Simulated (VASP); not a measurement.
# Bi (Fm-3m) in VASP: a series of runs

Bi is run at these levels: PBE; tasks: relaxation of cell and atoms.

Program: VASP 6.6.1. These are calculated values, not measurements. Logs are shortened: lines on timing, memory, paths and dates and some standing lists are left out, and cuts for length are marked.

### Step 1. The cell of the first run

The structure is cubic, space group Fm-3m (No. 225). Conventional cell: a = 4.869 Å, b = 4.869 Å, c = 4.869 Å, α = 90.00°, β = 90.00°, γ = 90.00°. Within 4.5 Å of Bi (site symmetry m-3m) lie 12 Bi at 3.44 Å.

This isn't the form of Bi at room conditions, which is rhombohedral.

### Step 2. Relaxation of cell and atoms, PBE, target pressure 6.3 GPa, at which the enthalpy is minimised

INCAR

```
SYSTEM = Bi
ALGO = Normal ; EDIFF = 1E-6
EDIFFG = -0.005 ; ENCUT = 600
GGA = PE ; IBRION = 2
ISIF = 3 ; ISMEAR = -1
LASPH = .TRUE. ; LCHARG = .FALSE.
LREAL = .FALSE. ; LWAVE = .FALSE.
NELM = 60 ; NSW = 60
PREC = Accurate ; PSTRESS = 63.0
SIGMA = 0.08
```

KPOINTS

```
k-points
0
G
  14 14 14
  0 0 0
```

POSCAR

```
Bi
1.0
    0.0000000000      2.4346762127      2.4346762127
    2.4346762127      0.0000000000      2.4346762127
    2.4346762127      2.4346762127      0.0000000000
Bi
1
Direct
    0.0000000000      0.0000000000      0.0000000000
```

Potentials or basis: VASP PAW PBE potentials, release 64 (Bi_d).

Run with:

```bash
cat potpaw_PBE.64/Bi_d/POTCAR > POTCAR
mpirun -np 1 vasp_std > vasp.out
```

OUTCAR:

```text
SYSTEM = Bi
   EDIFF = 1E-6
   EDIFFG = -0.005
   ENCUT = 600
   GGA = PE
   IBRION = 2
   ISIF = 3
   ISMEAR = -1
   LASPH = .TRUE.
   LREAL = .FALSE.
   NELM = 60
   NSW = 60
   PREC = Accurate
   PSTRESS = 63.0

 ion  position               nearest neighbor table
   1  0.000  0.000  0.000-

  LATTYP: Found a face centered cubic cell.
 ALAT       =     4.8693524254

  Lattice vectors:

 A1 = (   0.0000000000,   2.4346762127,   2.4346762127)
 A2 = (   2.4346762127,   0.0000000000,   2.4346762127)
 A3 = (   2.4346762127,   2.4346762127,   0.0000000000)

Analysis of symmetry for initial positions (statically):
=====================================================================
 Subroutine PRICEL returns:
 Original cell was already a primitive cell.

 Routine SETGRP: Setting up the symmetry group for a
 face centered cubic supercell.

 Subroutine GETGRP returns: Found 48 space group operations
 (whereof 48 operations were pure point group operations)
 out of a pool of 48 trial point group operations.

The static configuration has the point symmetry O_h .

Analysis of symmetry for dynamics (positions and initial velocities):
=====================================================================
 Subroutine PRICEL returns:
 Original cell was already a primitive cell.

 Routine SETGRP: Setting up the symmetry group for a
 face centered cubic supercell.

 Subroutine GETGRP returns: Found 48 space group operations
 (whereof 48 operations were pure point group operations)
 out of a pool of 48 trial point group operations.

The dynamic configuration has the point symmetry O_h .

 Subroutine INISYM returns: Found 48 space group operations
 (whereof 48 operations are pure point group operations),
 and found     1 'primitive' translations

----------------------------------------------------------------------------------------

                                     Primitive cell

  volume of cell :      28.8638

  direct lattice vectors                    reciprocal lattice vectors
     0.000000000  2.434676213  2.434676213    -0.205366117  0.205366117  0.205366117
     2.434676213  0.000000000  2.434676213     0.205366117 -0.205366117  0.205366117
     2.434676213  2.434676213  0.000000000     0.205366117  0.205366117 -0.205366117

  length of vectors
     3.443152120  3.443152120  3.443152120     0.355704549  0.355704549  0.355704549

  position of ions in fractional coordinates (direct lattice)
     0.000000000  0.000000000  0.000000000

  ion indices of the primitive-cell ions
   primitive index   ion index
                 1           1

----------------------------------------------------------------------------------------

 KPOINTS: k-points

Automatic generation of k-mesh.
 Grid dimensions read from file:
 generate k-points for:   14   14   14

 Generating k-lattice:

  Cartesian coordinates                     Fractional coordinates (reciprocal lattice)
    -0.014669008  0.014669008  0.014669008     0.071428571  0.000000000  0.000000000
     0.014669008 -0.014669008  0.014669008     0.000000000  0.071428571  0.000000000
     0.014669008  0.014669008 -0.014669008     0.000000000  0.000000000  0.071428571

  Length of vectors
     0.025407468  0.025407468  0.025407468

  Shift w.r.t. Gamma in fractional coordinates (k-lattice)
     0.000000000  0.000000000  0.000000000

 Subroutine IBZKPT returns following result:
 ===========================================

 Found    104 irreducible k-points:

 Following reciprocal coordinates:
            Coordinates               Weight
  0.000000  0.000000  0.000000      1.000000
  0.071429  0.000000  0.000000      8.000000
  0.142857  0.000000  0.000000      8.000000
  0.214286  0.000000  0.000000      8.000000
  0.285714  0.000000  0.000000      8.000000
  0.357143  0.000000  0.000000      8.000000
[... 16 lines left out ...]
  0.214286  0.142857  0.000000     24.000000
  0.285714  0.142857  0.000000     24.000000
 [... further k-points ...]
   k-points           NKPTS =    104   k-points in BZ     NKDIM =    104   number of bands    NBANDS=     11
   number of dos      NEDOS =    301   number of ions     NIONS =      1
   total plane-waves  NPLWV =  21952
   dimension x,y,z NGX =    28 NGY =   28 NGZ =   28
   dimension x,y,z NGXF=    56 NGYF=   56 NGZF=   56
   ions per type =               1
   NGX,Y,Z   is equivalent  to a cutoff of  13.52, 13.52, 13.52 a.u.
   NGXF,Y,Z  is equivalent  to a cutoff of  27.04, 27.04, 27.04 a.u.
 SYSTEM =  Bi
   PREC   = accura    normal or accurate (medium, high low for compatibility)
   ISTART =      0    job   : 0-new  1-cont  2-samecut
   ICHARG =      2    charge: 1-file 2-atom 10-const
   ISPIN  =      1    spin polarized calculation?
   LNONCOLLINEAR =      F non collinear calculations
   LSORBIT =      F    spin-orbit coupling
   LASPH  =      T    aspherical Exc in radial PAW
   ENCUT  =  600.0 eV  44.10 Ry    6.64 a.u.   6.88  6.88  6.88*2*pi/ulx,y,z
   NELM   =     60;   NELMIN=  2; NELMDL= -5     # of ELM steps
   EDIFF  = 0.1E-05   stopping-criterion for ELM
   LREAL  =      F    real-space projection
   EDIFFG = -.5E-02   stopping-criterion for IOM
   NSW    =     60    number of steps for IOM
   IBRION =      2    ionic relax: 0-MD 1-quasi-New 2-CG
   NFREE  =      1    steps in history (QN), initial steepest desc. (CG)
   ISIF   =      3    stress and relaxation
   ISYM   =      2    0-nonsym 1-usesym 2-fastsym
   POTIM  = 0.5000    time-step for ionic-motion
   TEBEG  =    0.0;   TEEND  =   0.0 temperature during run
   PSTRESS=   63.0 pullay stress
   NELECT =      15.0000    total number of electrons
   NUPDOWN=      -1.0000    fix difference up-down
   EMIN   =  10.00;   EMAX   =-10.00  energy-range for DOS
   EFERMI =   0.00;   METHOD = LEGACY
   ISMEAR =    -1;   SIGMA  =   0.08  broadening in eV -4-tet -1-fermi 0-gaus
   EFERMI_NEDOS =   21; number of points for ismear=-14 and -15
   IALGO  =     38    algorithm
   IMIX   =      4    mixing-type and parameters
     AMIX     =   0.40;   BMIX     =  1.00
     AMIX_MAG =   1.60;   BMIX_MAG =  1.00
  volume/ion in A,a.u.               =      28.86       194.78
  Fermi-wavevector in a.u.,A,eV,Ry     =   1.316196  2.487251 23.570366  1.732373
  Thomas-Fermi vector in A             =   2.446326
   LORBIT       =      0    0 simple, 1 ext, 2 COOP (PROOUT), +10 PAW based schemes
   GGA     = PE    functional components
   LHFCALC =     F    Hartree Fock is set to
   AEXX    =    0.0000 exact exchange contribution
   IVDW    =     0    specifies the selected vdW correction
   LEPSILON=     F    determine dielectric tensor
   LRPA    =     F    only Hartree local field effects (RPA)
 conjugate gradient relaxation of ions
 non-spin polarized calculation
  energy-cutoff  :      600.00
  volume of cell :       28.86
 maximum number of plane-waves:       982
   NGX = 13   NGY = 13   NGZ = 13

 number of electron      14.9999998 magnetization

 Free energy of the ion-electron system (eV)
  ---------------------------------------------------
  ext. energy  EPLUGINS =         0.00000000
  ---------------------------------------------------
  free energy    TOTEN  =        -3.65243982 eV

  energy without entropy =       -3.63385202  energy(sigma->0) =       -3.64314592

 E-fermi :   9.0281     XC(G=0): -10.6600

 val. band max:        8.9815761695   @ k =  -0.3571   0.2143   0.0714
 cond. band min:       9.0954110200   @ k =  -0.4286   0.4286   0.0714
 fundamental gap:      0.1138348506
 Fermi energy:         9.0281358759

 k-point     1 :       0.0000    0.0000    0.0000
  band No.  band energies     occupation
      1     -14.1839      2.00000
      2     -14.1839      2.00000
      3     -14.1839      2.00000
      4     -14.0921      2.00000
      5     -14.0921      2.00000
      6      -5.1799      2.00000
      7      14.4446      0.00000
      8      14.4446      0.00000
      9      14.4446      0.00000
     10      17.9809      0.00000
     11      18.7294      0.00000

 k-point     2 :       0.0714    0.0000    0.0000
  band No.  band energies     occupation
      1     -14.1833      2.00000
      2     -14.1788      2.00000
      3     -14.1788      2.00000
      4     -14.0921      2.00000
      5     -14.0921      2.00000
      6      -5.0834      2.00000
      7      13.2992      0.00000
      8      14.3253      0.00000
      9      14.3253      0.00000
     10      17.6249      0.00000
     11      19.3458      0.00000

 k-point     3 :       0.1429    0.0000    0.0000
  band No.  band energies     occupation
      1     -14.1818      2.00000
      2     -14.1674      2.00000
      3     -14.1674      2.00000
      4     -14.0896      2.00000
      5     -14.0896      2.00000
      6      -4.7954      2.00000
      7      11.1644      0.00000
      8      14.0202      0.00000
      9      14.0202      0.00000
     10      17.1755      0.00000
     11      20.4247      0.00000

 k-point     4 :       0.2143    0.0000    0.0000
  band No.  band energies     occupation
      1     -14.1802      2.00000
      2     -14.1596      2.00000
      3     -14.1596      2.00000
      4     -14.0769      2.00000
      5     -14.0769      2.00000
      6      -4.3231      2.00000
      7       8.9501      1.45252
      8      13.6338      0.00000
      9      13.6338      0.00000
     10      16.8590      0.00000
     11      20.0497      0.00000
[... 239 lines left out ...]
 k-point    22 :       0.1429    0.1429    0.0000
  band No.  band energies     occupation
      1     -14.2028      2.00000
      2     -14.1458      2.00000
      3     -14.1458      2.00000
      4     -14.1119      2.00000
      5     -14.0761      2.00000
      6      -4.6670      2.00000
      7      11.9304      0.00000
      8      12.8486      0.00000
      9      12.8486      0.00000
     10      16.5020      0.00000
     11      18.5296      0.00000

 k-point    23 :       0.2143    0.1429    0.0000
  band No.  band energies     occupation
      1     -14.2077      2.00000
      2     -14.1346      2.00000
      3     -14.1300      2.00000
      4     -14.1133      2.00000
      5     -14.0648      2.00000
      6      -4.3191      2.00000
      7      10.3048      0.00000
      8      12.3134      0.00000
      9      12.5502      0.00000
     10      16.4611      0.00000
     11      17.6464      0.00000

 k-point    24 :       0.2857    0.1429    0.0000
  band No.  band energies     occupation
      1     -14.2057      2.00000
      2     -14.1419      2.00000
      3     -14.1249      2.00000
      4     -14.0938      2.00000
      5     -14.0434      2.00000
      6      -3.7950      2.00000
      7       8.3324      1.99967
      8      11.9079      0.00000
      9      12.0669      0.00000
     10      16.3523      0.00000
     11      17.8781      0.00000

 [... further k-points ...]

------------------------ aborting loop because EDIFF is reached ----------------------------------------

  FORCE on cell =-STRESS in cart. coord.  units (eV):
  Direction    XX          YY          ZZ          XY          YZ          ZX
  --------------------------------------------------------------------------------------
  -------------------------------------------------------------------------------------
  Total        1.1358334      1.1358334      1.1358334      0.0000000      0.0000000     -0.0000000
  in kB       63.0480365     63.0480365     63.0480365      0.0000000      0.0000000     -0.0000000
  external PRESSURE =       0.0480365 kB  Pullay stress =      63.0000000 kB

 VOLUME and BASIS-vectors are now :
 -----------------------------------------------------------------------------
  energy-cutoff  :      600.00
  volume of cell :       28.86
      direct lattice vectors                 reciprocal lattice vectors
     0.000000000  2.434676213  2.434676213    -0.205366117  0.205366117  0.205366117
     2.434676213  0.000000000  2.434676213     0.205366117 -0.205366117  0.205366117
     2.434676213  2.434676213  0.000000000     0.205366117  0.205366117 -0.205366117

 POSITION                                       TOTAL-FORCE (eV/Angst)
 -----------------------------------------------------------------------------------
      0.00000      0.00000      0.00000         0.000000      0.000000      0.000000
 -----------------------------------------------------------------------------------
    total drift:                               -0.000000     -0.000000     -0.000000

  FREE ENERGIE OF THE ION-ELECTRON SYSTEM (eV)
  ---------------------------------------------------
  free  energy   TOTEN  =        -3.6524398212 eV

  energy  without entropy=       -3.6338520200  energy(sigma->0) =       -3.64314592

  enthalpy is  TOTEN    =        -2.5174718640 eV   P V=        1.1349679573

 reached required accuracy - stopping structural energy minimisation
```

Run time: 20 s. Hardware: 1 thread of Intel Xeon Platinum 8559C (Emerald Rapids), shared host; peak memory 0.17 GiB.

Results:

```
Free energy             : -3.6524 eV
Pressure after relaxing : 6.3 GPa
Band gap on the k mesh  : zero (an odd number of electrons rules out a gap without spin polarisation)
```

Final structure:
```cif
data_structure
_symmetry_space_group_name_H-M 'P 1'
_symmetry_Int_Tables_number 1
_cell_length_a 3.4432
_cell_length_b 3.4432
_cell_length_c 3.4432
_cell_angle_alpha 60.000
_cell_angle_beta 60.000
_cell_angle_gamma 60.000
_cell_volume 28.86
loop_
_atom_site_label
_atom_site_type_symbol
_atom_site_fract_x
_atom_site_fract_y
_atom_site_fract_z
_atom_site_occupancy
Bi1 Bi 0.00000 0.00000 0.00000 1
```

Caveat: the cell is relaxed towards a set pressure, so the run minimises the enthalpy, not the energy; spin-orbit coupling is left out, which moves the levels of the heavy elements.

### Step 3. Relaxation of cell and atoms, PBE, target pressure 6.3 GPa, at which the enthalpy is minimised

INCAR

```
ALGO = Normal
EDIFF = 1E-6
EDIFFG = -0.005
ENCUT = 600
GGA = PE
IBRION = 2
ISIF = 3
ISMEAR = -1
LASPH = T
LCHARG = F
LREAL = F
LWAVE = F
NELM = 60
NSW = 32
PREC = Accurate
PSTRESS = 63.0
SIGMA = 0.08
```

KPOINTS

```
k-points
0
Gamma
  14 14 14
```

POSCAR is that of step 2.

Potentials or basis: VASP PAW PBE potentials, release 64 (Bi_d).

Run with:

```bash
cat potpaw_PBE.64/Bi_d/POTCAR > POTCAR
mpirun -np 1 vasp_std > vasp.out
```

It took 22 s on 1 thread of Intel Xeon Platinum 8559C (Emerald Rapids), shared host; peak memory 0.18 GiB.

It converged, with:

* Free energy: -3.6524 eV
* Pressure after relaxing: 6.3 GPa
* Band gap on the k mesh: zero (an odd number of electrons rules out a gap without spin polarisation)

Final structure:
```yaml
crystal:
  lattice:
    - [0.00000, 2.43468, 2.43468]
    - [2.43468, 0.00000, 2.43468]
    - [2.43468, 2.43468, 0.00000]
  atoms:
    - { symbol: Bi, position: [0.00000, 0.00000, 0.00000] }
```

Levels at points of the mesh, in eV from the Fermi level:
```
           k point  band 4  band 5  band 6  band 7  band 8  band 9  band 10  band 11
(0.00, 0.00, 0.00)  -23.12  -23.12  -14.21    5.42    5.42    5.42     8.95     9.70
(0.50, 0.00, 0.00)  -23.03  -23.03  -10.94   -5.82    3.65    3.65     7.81     8.49
(0.50, 0.50, 0.00)  -23.00  -23.00   -9.65   -4.93    0.31    0.31     4.06     5.26
```

Caveat: the cell is relaxed towards a set pressure, so the run minimises the enthalpy, not the energy; spin-orbit coupling is left out, which moves the levels of the heavy elements.

The gap in the log of VASP goes by the Fermi energy; the results here count the filled bands.